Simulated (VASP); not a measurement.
Set up this calculation in VASP 6.6.1, as the native input.

- Task: single point
- Functional: r2SCAN
- Dispersion: rVV10
- Potentials or basis: VASP PAW PBE potentials, release 64 (Rb_sv)
- Cutoff: 520 eV
- k mesh: 7 × 7 × 7
- Occupations: gaussian, width 0.025 eV
- Spin: collinear spin
- Starting moments: [0.2] μB
- Dipole correction: no
- Further INCAR settings: ALGO = Normal; EDIFF = 1e-06; NBANDS = 14

The system is Rb.

```
CELL_PARAMETERS angstrom
-2.80250 2.80250 2.80250
2.80250 -2.80250 2.80250
2.80250 2.80250 -2.80250
ATOMIC_POSITIONS crystal
Rb 0.00000 0.00000 0.00000
```

The input as run:

POSCAR

```
Rb
1.0
   -2.8025000000      2.8025000000      2.8025000000
    2.8025000000     -2.8025000000      2.8025000000
    2.8025000000      2.8025000000     -2.8025000000
Rb
1
Direct
    0.0000000000      0.0000000000      0.0000000000
```

INCAR.step1

```
SYSTEM = Rb
  PREC = Accurate
  ENCUT = 520
  ISMEAR = 0
  SIGMA = 0.025
  LREAL = .False.
  LASPH = .True.
  NELM = 150
  ISPIN = 2
  MAGMOM = 0.2
  NBANDS = 14
  GGA = PE
  ALGO = Normal
  EDIFF = 1E-4
  LWAVE = .True.
  LCHARG = .False.
```

INCAR.step2

```
SYSTEM = Rb
  PREC = Accurate
  ENCUT = 520
  EDIFF = 1E-6
  ISMEAR = 0
  SIGMA = 0.025
  LREAL = .False.
  LASPH = .True.
  NELM = 150
  ALGO = Normal
  ISIF = 2
  LWAVE = .False.
  LCHARG = .False.
  ISPIN = 2
  MAGMOM = 0.2
  LORBIT = 11
  METAGGA = R2SCAN
  LMIXTAU = .True.
  LUSE_VDW = .True.
  IVDW_NL = 2
  BPARAM = 11.95
  CPARAM = 0.0093
  NBANDS = 14
  ISTART = 1
```

KPOINTS

```
Automatic mesh
0
Gamma
  7 7 7
  0 0 0
```

Potentials or basis: VASP PAW PBE potentials, release 64 (Rb_sv).

Launch:

```console
$ cat potpaw_PBE.64/Rb_sv/POTCAR > POTCAR
$ cp INCAR.step1 INCAR
$ mpirun -np 1 vasp_std > vasp.out
$ cp INCAR.step2 INCAR
$ mpirun -np 1 vasp_std > vasp.out
```

Results of the run:

| Quantity | Value |
| --- | --- |
| Pressure | 0.1 GPa |
| Net moment | -0.03 μB per cell |
| Valence electrons inside the program's atomic spheres | Rb 7.35 |

Caveat: the PAW data sets were made with another functional, which shifts forces and pressure a little.

It took 4.7 min on 1 thread of Oxide Virtual Turin-like Processor (shared host), peak memory 0.42 GiB.
